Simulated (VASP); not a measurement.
# Al2GaAs3 (I-4m2) in VASP: further runs

The runs below take Al2GaAs3 through single point, relaxation of cell and atoms, with PBE.

Everything below comes from runs of VASP 6.6.1. Logs are shortened: lines on timing, memory, paths and dates and some standing lists are left out, and cuts for length are marked.

**1. The cell of the first run**

It takes space group I-4m2 (No. 119, tetragonal). The conventional cell has a = 3.854 Å, b = 3.854 Å, c = 16.350 Å, α = 90.00°, β = 90.00°, γ = 90.00°. Al (site symmetry 2mm) has 4 As at 2.36 Å within 3.1 Å. Within 3.1 Å of Ga (site symmetry -4m2) lie 4 As at 2.36 Å. As (site symmetry 2mm) has 2 Ga at 2.36 Å and 2 Al at 2.36 Å within 3.1 Å. Within 3.1 Å of As (site symmetry -4m2) lie 4 Al at 2.36 Å.

**2. Single point, PBE**

The input, INCAR:

```
SYSTEM = Al2GaAs3
PREC     = Accurate       ! precision mode
ENCUT    = 500            ! plane-wave cutoff, eV
EDIFF    = 1E-6           ! SCF threshold, eV
ISMEAR   = 0              ! smearing method
SIGMA    = 0.1            ! smearing width, eV
LREAL    = .False.        ! projectors in reciprocal space
LASPH    = .True.         ! aspherical terms in the spheres
NELM     = 120            ! most SCF steps
ALGO     = Normal         ! electronic algorithm
ISIF     = 2              ! what is computed and relaxed
LWAVE    = .False.        ! write WAVECAR
LCHARG   = .False.        ! write CHGCAR
GGA      = PE             ! functional
NBANDS   = 26             ! bands
GGA_COMPAT= .False.
```

The input, KPOINTS:

```
regular mesh
0
Gamma
  6 6 6
  0 0 0
```

The input, POSCAR:

```
Al2GaAs3
1.0
   -1.9268134300      1.9268134300      8.1747770700
    1.9268134300     -1.9268134300      8.1747770700
    1.9268134300      1.9268134300     -8.1747770700
Al Ga As
2 1 3
Direct
    0.8333333300      0.8333333300      0.0000000000
    0.1666666700      0.1666666700      0.0000000000
    0.5000000000      0.5000000000      0.0000000000
    0.5833333300      0.0833333300      0.5000000000
    0.2500000000      0.7500000000      0.5000000000
    0.9166666700      0.4166666700      0.5000000000
```

Potentials or basis: VASP PAW PBE potentials, release 64 (Al, Ga_d, As).

Started as:

```console
> cat potpaw_PBE.64/Al/POTCAR potpaw_PBE.64/Ga_d/POTCAR potpaw_PBE.64/As/POTCAR > POTCAR
> mpirun -np 1 vasp_std > vasp.out
```

OUTCAR:

```text
SYSTEM = Al2GaAs3
   PREC = Accurate
   ENCUT = 500
   EDIFF = 1E-6
   ISMEAR = 0
   LREAL = .False.
   LASPH = .True.
   NELM = 120
   ISIF = 2
   GGA = PE

 ion  position               nearest neighbor table
   1  0.833  0.833  0.000-   5 2.36   5 2.36   6 2.36   6 2.36
   2  0.167  0.167  0.000-   5 2.36   5 2.36   4 2.36   4 2.36
   3  0.500  0.500  0.000-   4 2.36   6 2.36   4 2.36   6 2.36
   4  0.583  0.083  0.500-   3 2.36   3 2.36   2 2.36   2 2.36
   5  0.250  0.750  0.500-   1 2.36   2 2.36   1 2.36   2 2.36
   6  0.917  0.417  0.500-   3 2.36   3 2.36   1 2.36   1 2.36

  LATTYP: Found a body centered tetragonal cell.
 ALAT       =     3.8536268600
 C/A-ratio  =     4.2426406951

  Lattice vectors:

 A1 = (  -1.9268134300,   1.9268134300,   8.1747770700)
 A2 = (   1.9268134300,  -1.9268134300,   8.1747770700)
 A3 = (   1.9268134300,   1.9268134300,  -8.1747770700)

Analysis of symmetry for initial positions (statically):
=====================================================================
 Subroutine PRICEL returns:
 Original cell was already a primitive cell.

 Routine SETGRP: Setting up the symmetry group for a
 body centered tetragonal supercell.

 Subroutine GETGRP returns: Found  8 space group operations
 (whereof  8 operations were pure point group operations)
 out of a pool of 16 trial point group operations.

The static configuration has the point symmetry D_2d.

Analysis of symmetry for dynamics (positions and initial velocities):
=====================================================================
 Subroutine PRICEL returns:
 Original cell was already a primitive cell.

 Routine SETGRP: Setting up the symmetry group for a
 body centered tetragonal supercell.

 Subroutine GETGRP returns: Found  8 space group operations
 (whereof  8 operations were pure point group operations)
 out of a pool of 16 trial point group operations.

The dynamic configuration has the point symmetry D_2d.

 Subroutine INISYM returns: Found  8 space group operations
 (whereof  8 operations are pure point group operations),
 and found     1 'primitive' translations

----------------------------------------------------------------------------------------

                                     Primitive cell

  volume of cell :     121.3990

  direct lattice vectors                    reciprocal lattice vectors
    -1.926813430  1.926813430  8.174777070     0.000000000  0.259495804  0.061163747
     1.926813430 -1.926813430  8.174777070     0.259495804  0.000000000  0.061163747
     1.926813430  1.926813430 -8.174777070     0.259495804  0.259495804  0.000000000

  length of vectors
     8.616971633  8.616971633  8.616971633     0.266606595  0.266606595  0.366982485

  position of ions in fractional coordinates (direct lattice)
     0.833333330  0.833333330  0.000000000
     0.166666670  0.166666670  0.000000000
     0.500000000  0.500000000  0.000000000
     0.583333330  0.083333330  0.500000000
     0.250000000  0.750000000  0.500000000
     0.916666670  0.416666670  0.500000000

  ion indices of the primitive-cell ions
   primitive index   ion index
                 1           1
                 2           2
                 3           3
                 4           4
                 5           5
                 6           6

----------------------------------------------------------------------------------------

 KPOINTS: regular mesh

Automatic generation of k-mesh.
 Grid dimensions read from file:
 generate k-points for:    6    6    6

 Generating k-lattice:

  Cartesian coordinates                     Fractional coordinates (reciprocal lattice)
     0.000000000  0.043249301  0.010193958     0.166666667  0.000000000  0.000000000
     0.043249301  0.000000000  0.010193958     0.000000000  0.166666667  0.000000000
     0.043249301  0.043249301  0.000000000     0.000000000  0.000000000  0.166666667

  Length of vectors
     0.044434432  0.044434432  0.061163748

  Shift w.r.t. Gamma in fractional coordinates (k-lattice)
     0.000000000  0.000000000  0.000000000

[... 49 lines left out ...]
 cond. band min:       6.1516559125   @ k =   0.5000   0.5000   0.0000
 fundamental gap:      1.1932785542
 Fermi energy:         5.4354908172

 k-point     1 :       0.0000    0.0000    0.0000
  band No.  band energies     occupation
      1      -9.8468      2.00000
      2      -9.7292      2.00000
      3      -9.7292      2.00000
      4      -9.6745      2.00000
      5      -9.6422      2.00000
      6      -7.9577      2.00000
[... 18 lines left out ...]
     25       9.1840      0.00000
     26      13.4350      0.00000

 k-point     2 :       0.1667   -0.0000    0.0000
  band No.  band energies     occupation
      1      -9.8395      2.00000
      2      -9.7461      2.00000
      3      -9.7285      2.00000
      4      -9.6702      2.00000
      5      -9.6457      2.00000
      6      -7.7205      2.00000
[... 18 lines left out ...]
     25      10.2461      0.00000
     26      11.4083      0.00000

 k-point     3 :       0.3333    0.0000   -0.0000
  band No.  band energies     occupation
      1      -9.8284      2.00000
      2      -9.7735      2.00000
      3      -9.7269      2.00000
      4      -9.6618      2.00000
      5      -9.6528      2.00000
      6      -7.0655      2.00000
[... 18 lines left out ...]
     25      10.7817      0.00000
     26      11.5141      0.00000

 k-point     4 :       0.5000    0.0000    0.0000
  band No.  band energies     occupation
      1      -9.8266      2.00000
      2      -9.7827      2.00000
      3      -9.7261      2.00000
      4      -9.6574      2.00000
      5      -9.6563      2.00000
      6      -6.3188      2.00000
[... 18 lines left out ...]
     25      10.3835      0.00000
     26      10.6623      0.00000
[... 496 lines left out ...]
      1      -9.8287      2.00000
      2      -9.7735      2.00000
      3      -9.7269      2.00000
      4      -9.6617      2.00000
      5      -9.6528      2.00000
      6      -6.9592      2.00000
[... 18 lines left out ...]
     25      11.4381      0.00000
     26      12.2416      0.00000

 k-point    23 :      -0.3333   -0.3333    0.1667
  band No.  band energies     occupation
      1      -9.8332      2.00000
      2      -9.7557      2.00000
      3      -9.7299      2.00000
      4      -9.6671      2.00000
      5      -9.6497      2.00000
      6      -7.3427      2.00000
[... 18 lines left out ...]
     25      10.7423      0.00000
     26      10.8820      0.00000

 k-point    24 :      -0.1667   -0.3333    0.1667
  band No.  band energies     occupation
      1      -9.8399      2.00000
      2      -9.7461      2.00000
      3      -9.7285      2.00000
      4      -9.6701      2.00000
      5      -9.6457      2.00000
      6      -7.6318      2.00000
[... 18 lines left out ...]
     25      10.4667      0.00000
     26      10.7516      0.00000

 [... further k-points ...]
[... 5 lines left out ...]
  --------------------------------------------------------------------------------------
  -------------------------------------------------------------------------------------
  Total       10.8206473     10.8206473     10.6418555      0.0000000      0.0000000      0.0000000
  in kB      142.8067006    142.8067006    140.4470755      0.0000000      0.0000000      0.0000000
  external PRESSURE =     142.0201589 kB  Pullay stress =       0.0000000 kB

 VOLUME and BASIS-vectors are now :
 -----------------------------------------------------------------------------
  energy-cutoff  :      500.00
  volume of cell :      121.40
      direct lattice vectors                 reciprocal lattice vectors
    -1.926813430  1.926813430  8.174777070     0.000000000  0.259495804  0.061163747
     1.926813430 -1.926813430  8.174777070     0.259495804  0.000000000  0.061163747
     1.926813430  1.926813430 -8.174777070     0.259495804  0.259495804  0.000000000

 POSITION                                       TOTAL-FORCE (eV/Angst)
 -----------------------------------------------------------------------------------
      0.00000      0.00000     13.62463         0.000000     -0.000000      0.028307
      0.00000      0.00000      2.72493         0.000000     -0.000000     -0.028307
      0.00000      0.00000      8.17478         0.000000     -0.000000      0.000000
      0.00000      1.92681      1.36246        -0.000000      0.000000      0.098099
      1.92681      0.00000      4.08739         0.000000     -0.000000      0.000000
      0.00000      1.92681      6.81231        -0.000000      0.000000     -0.098099
 -----------------------------------------------------------------------------------
    total drift:                               -0.000000      0.000000      0.000000

  FREE ENERGIE OF THE ION-ELECTRON SYSTEM (eV)
  ---------------------------------------------------
  free  energy   TOTEN  =       -26.2369598787 eV

  energy  without entropy=      -26.2369598787  energy(sigma->0) =      -26.23695988
```

It took 3.1 min on 1 thread of Intel Xeon 6975P-C (Granite Rapids), shared host; peak memory 0.6 GiB.

What came out:

| Property | Result |
| --- | --- |
| Free energy | -26.2370 eV |
| Pressure | 14.2 GPa |
| Largest force | 0.098 eV/Å |
| Band gap on the k mesh | 1.19 eV (least direct gap 1.50 eV) |

Forces in eV/Å, atoms in the order of the input:
```
Al   0.000  0.000  0.028
Al   0.000  0.000 -0.028
Ga   0.000  0.000  0.000
As   0.000  0.000  0.098
As   0.000  0.000  0.000
As   0.000  0.000 -0.098
```

Levels at points of the mesh, in eV from the valence-band top:
| k point | band 15 | band 16 | band 17 | band 18 | band 19 | band 20 |
| --- | --- | --- | --- | --- | --- | --- |
| (0.00, 0.00, 0.00) | -0.03 | 0.00 | 0.00 | 1.50 | 1.94 | 2.38 |
| (0.50, 0.00, 0.00) | -1.09 | -1.05 | -1.02 | 2.06 | 3.31 | 3.40 |
| (0.50, 0.50, 0.00) | -3.28 | -2.66 | -2.66 | 1.19 | 1.97 | 3.01 |
| (0.50, 0.50, 0.50) | -1.13 | -0.86 | -0.86 | 1.22 | 1.97 | 3.02 |

Caveat: the cell stands under pressure.

**3. Single point, PBE**

This run uses another cell than the first one, of 23.55 Å³/atom.

The input, INCAR:

```
SYSTEM = Al2GaAs3
PREC = Accurate ; ENCUT = 500
EDIFF = 1E-6 ; ISMEAR = 0
SIGMA = 0.1 ; LREAL = .False.
LASPH = .True. ; NELM = 120
ALGO = Normal ; ISIF = 2
LWAVE = .False. ; LCHARG = .False.
GGA = PE ; NBANDS = 26
GGA_COMPAT = .False.
```

KPOINTS is that of step 2.

The input, POSCAR:

```
Al2GaAs3
1.0
   -2.0291832053      2.0291832053      8.5791275254
    2.0291832053     -2.0291832053      8.5791275254
    2.0291832053      2.0291832053     -8.5791275254
Al Ga As
2 1 3
Direct
    0.8332194191      0.8332194191      0.0000000000
    0.1667805809      0.1667805809      0.0000000000
    0.5000000000      0.5000000000      0.0000000000
    0.5839112203      0.0839112203      0.5000000000
    0.2500000000      0.7500000000      0.5000000000
    0.9160887797      0.4160887797      0.5000000000
```

Potentials or basis: VASP PAW PBE potentials, release 64 (Al, Ga_d, As).

Started as:

```console
> cat potpaw_PBE.64/Al/POTCAR potpaw_PBE.64/Ga_d/POTCAR potpaw_PBE.64/As/POTCAR > POTCAR
> mpirun -np 1 vasp_std > vasp.out
```

Run time: 4.7 min. Hardware: 1 thread of Intel Xeon 6975P-C (Granite Rapids), shared host; peak memory 0.71 GiB.

Results (log left out):

```yaml
Free_energy: -27.0240 eV
Pressure: 0.2 GPa
Band_gap_on_the_k_mesh: 1.12 eV
```

Forces on the atoms (eV/Å):
```
Al   0.000  0.000  0.000
Al   0.000  0.000  0.000
Ga   0.000  0.000  0.000
As   0.000  0.000  0.002
As   0.000  0.000  0.000
As   0.000  0.000 -0.002
```

Levels at points of the mesh, in eV from the valence-band top:
```tsv
k point	band 14	band 15	band 16	band 17	band 18	band 19	band 20	band 21
(0.00, 0.00, 0.00)	-1.82	-0.01	0.00	0.00	1.12	1.84	2.05	2.86
(0.50, 0.00, 0.00)	-1.01	-0.96	-0.88	-0.84	1.55	2.85	3.02	4.60
(0.50, 0.50, 0.00)	-2.72	-2.71	-2.23	-2.23	1.51	2.01	3.10	3.36
(0.50, 0.50, 0.50)	-0.91	-0.91	-0.73	-0.73	1.51	1.98	2.83	3.12
```

A k mesh can miss the band edges.

**4. Relaxation of cell and atoms, PBE**

The input, INCAR:

```
ALGO     = Normal         # electronic algorithm
EDIFF    = 1E-7           # SCF threshold, eV
EDIFFG   = -0.04          # ionic threshold
ENCUT    = 500            # plane-wave cutoff, eV
GGA      = PE             # functional
GGA_COMPAT= False        
IBRION   = 2              # ionic algorithm
ISIF     = 3              # what is computed and relaxed
ISMEAR   = 0              # smearing method
LASPH    = True           # aspherical terms in the spheres
LCHARG   = False          # write CHGCAR
LREAL    = False          # projectors in reciprocal space
LWAVE    = False          # write WAVECAR
NELM     = 120            # most SCF steps
NELMIN   = 4            
NSW      = 90             # ionic steps
PREC     = Accurate       # precision mode
SIGMA    = 0.1            # smearing width, eV
```

The input, KPOINTS:

```
k-points
0
Gamma
  6 6 6
```

The input, POSCAR:

```
Al2GaAs3
1.0
   -1.9268134300      1.9268134300      8.1747770700
    1.9268134300     -1.9268134300      8.1747770700
    1.9268134300      1.9268134300     -8.1747770700
Al Ga As
2 1 3
Direct
    0.8333333300      0.8333333300      0.0000000000
    0.1666666700      0.1666666700      0.0000000000
    0.5000000000      0.5000000000      0.0000000000
    0.5833333300      0.0833333300      0.5000000000
    0.2500000000      0.7500000000      0.5000000000
    0.9166666700      0.4166666700      0.5000000000
```

Started as:

```console
> cat potpaw_PBE.64/Al/POTCAR potpaw_PBE.64/Ga_d/POTCAR potpaw_PBE.64/As/POTCAR > POTCAR
> mpirun -np 1 vasp_std > vasp.out
```

It took 7 min on 1 thread of Intel Xeon 6975P-C (Granite Rapids), shared host; peak memory 0.66 GiB.

It converged, with:

* Free energy: -27.0212 eV
* Relaxed volume: 23.59 Å³/atom
* Relaxed cell: a = 9.061 Å, b = 9.061 Å, c = 9.061 Å, α = 154.12°, β = 154.12°, γ = 36.93°
* Space group after relaxing (to 0.1 Å): I-4m2 (No. 119)
* Energy gained by relaxing: 130.7 meV/atom
* Ionic steps: 5
* Pressure after relaxing: 0.1 GPa
* Largest force after relaxing: 0.031 eV/Å
* Band gap on the k mesh: 1.11 eV

Forces on the atoms (eV/Å):
```
Al   0.000  0.000 -0.016
Al   0.000  0.000  0.016
Ga   0.000  0.000  0.000
As   0.000  0.000  0.031
As   0.000  0.000  0.000
As   0.000  0.000 -0.031
```

Stress tensor (GPa, compression positive):
```
0.09 0.00 0.00
0.00 0.09 0.00
0.00 0.00 0.00
```

Step by step:
| step | energy change (eV) | largest force (eV/Å) | pressure (GPa) | volume (Å³) |
| --- | --- | --- | --- | --- |
| 1 | 0.0000 | 0.0981 | 14.20 | 121.40 |
| 2 | -0.5449 | 0.0686 | -4.99 | 155.72 |
| 3 | -0.7839 | 0.0642 | 0.00 | 141.69 |
| 4 | -0.7836 | 0.0642 | -0.20 | 142.11 |
| 5 | -0.7842 | 0.0312 | 0.06 | 141.57 |

Final structure:
```cif
data_structure
_symmetry_space_group_name_H-M 'P 1'
_symmetry_Int_Tables_number 1
_cell_length_a 9.0611
_cell_length_b 9.0611
_cell_length_c 9.0611
_cell_angle_alpha 154.117
_cell_angle_beta 154.117
_cell_angle_gamma 36.929
_cell_volume 141.57
loop_
_atom_site_label
_atom_site_type_symbol
_atom_site_fract_x
_atom_site_fract_y
_atom_site_fract_z
_atom_site_occupancy
Al1 Al 0.83338 0.83338 0.00000 1
Al2 Al 0.16662 0.16662 0.00000 1
Ga1 Ga 0.50000 0.50000 0.00000 1
As1 As 0.58369 0.08369 0.50000 1
As2 As 0.25000 0.75000 0.50000 1
As3 As 0.91631 0.41631 0.50000 1
```

Levels at points of the mesh, in eV from the valence-band top:
```tsv
k point	band 15	band 16	band 17	band 18	band 19	band 20
(0.00, 0.00, 0.00)	-0.01	0.00	0.00	1.11	1.84	2.06
(0.50, 0.00, 0.00)	-0.96	-0.88	-0.85	1.54	2.85	3.02
(0.50, 0.50, 0.00)	-2.71	-2.23	-2.23	1.51	2.01	3.09
(0.50, 0.50, 0.50)	-0.91	-0.73	-0.73	1.51	1.98	2.83
```

Caveat: the volume moved by over 15 % at a fixed basis, so the end points are rough.

**5. Single point, PBE**

This run uses another cell than the first one, of 23.57 Å³/atom.

The input, INCAR:

```
SYSTEM = Al2GaAs3
ALGO     = Normal         ! electronic algorithm
EDIFF    = 1E-6           ! SCF threshold, eV
ENCUT    = 500            ! plane-wave cutoff, eV
GGA      = PE             ! functional
GGA_COMPAT= .FALSE.      
ISIF     = 2              ! what is computed and relaxed
ISMEAR   = 0              ! smearing method
LASPH    = .TRUE.         ! aspherical terms in the spheres
LCHARG   = .FALSE.        ! write CHGCAR
LREAL    = .FALSE.        ! projectors in reciprocal space
LWAVE    = .FALSE.        ! write WAVECAR
NBANDS   = 26             ! bands
NELM     = 120            ! most SCF steps
PREC     = Accurate       ! precision mode
SIGMA    = 0.02           ! smearing width, eV
```

The input, KPOINTS:

```
k-points
0
G
  10 10 10
  0 0 0
```

The input, POSCAR:

```
Al2GaAs3
1.0
   -2.0277637072      2.0277637072      8.5980648607
    2.0277637072     -2.0277637072      8.5980648607
    2.0277637072      2.0277637072     -8.5980648607
Al Ga As
2 1 3
Direct
    0.8332137628      0.8332137628      0.0000000000
    0.1667862372      0.1667862372      0.0000000000
    0.5000000000      0.5000000000      0.0000000000
    0.5839019306      0.0839019306      0.5000000000
    0.2500000000      0.7500000000      0.5000000000
    0.9160980694      0.4160980694      0.5000000000
```

Started as:

```console
> cat potpaw_PBE.64/Al/POTCAR potpaw_PBE.64/Ga_d/POTCAR potpaw_PBE.64/As/POTCAR > POTCAR
> mpirun -np 1 vasp_std > vasp.out
```

Wall time 9.6 min (1 thread of Intel Xeon 6975P-C (Granite Rapids), shared host); peak memory 0.89 GiB.

The run converged. Its results:

```
Free energy            : -27.0389 eV
Pressure               : 0.2 GPa
Band gap on the k mesh : 1.11 eV
```

Levels at points of the mesh, in eV from the valence-band top:
```
           k point  band 13  band 14  band 15  band 16  band 17  band 18  band 19  band 20  band 21  band 22
(0.00, 0.00, 0.00)    -1.81    -1.81    -0.02     0.00     0.00     1.11     1.85     2.06     2.86     2.88
(0.50, 0.00, 0.00)    -2.33    -1.00    -0.96    -0.89    -0.84     1.54     2.86     3.03     4.59     4.61
(0.50, 0.50, 0.00)    -2.90    -2.72    -2.71    -2.23    -2.23     1.50     2.00     3.09     3.34     3.83
(0.50, 0.50, 0.50)    -1.99    -0.91    -0.91    -0.72    -0.72     1.51     1.99     2.83     3.12     3.41
```

A k mesh can miss the band edges.

**6. The runs side by side**

```csv
task,cell,k mesh,smearing,gap on the mesh (eV),pressure (GPa),largest force (eV/Å)
single point,"a = 8.617 Å, angles 154.2, 154.2, 36.9°, 6 atoms",6 × 6 × 6,gaussian 0.1 eV,1.19,14.2,0.10
single point,"a = 9.046 Å, angles 154.1, 154.1, 37.0°, 6 atoms",6 × 6 × 6,gaussian 0.1 eV,1.12,0.2,-
relaxation of cell and atoms,"relaxed from a = 8.617 Å, angles 154.2, 154.2, 36.9°, 6 atoms",6 × 6 × 6,gaussian 0.1 eV,1.11,0.1,0.03
single point,"a = 9.064 Å, angles 154.1, 154.1, 36.9°, 6 atoms",10 × 10 × 10,gaussian 0.02 eV,1.11,0.2,-
```

Alike in all rows: level PBE; potentials or basis VASP PAW PBE potentials, release 64 (Al, Ga_d, As); no spin polarisation; cutoff (eV) 500.

Caveats: the cell stands under pressure (at least some runs); the volume moved by over 15 % at a fixed basis, so the end points are rough (at least some runs).

Absolute energies hang on the potentials; compare differences alone.
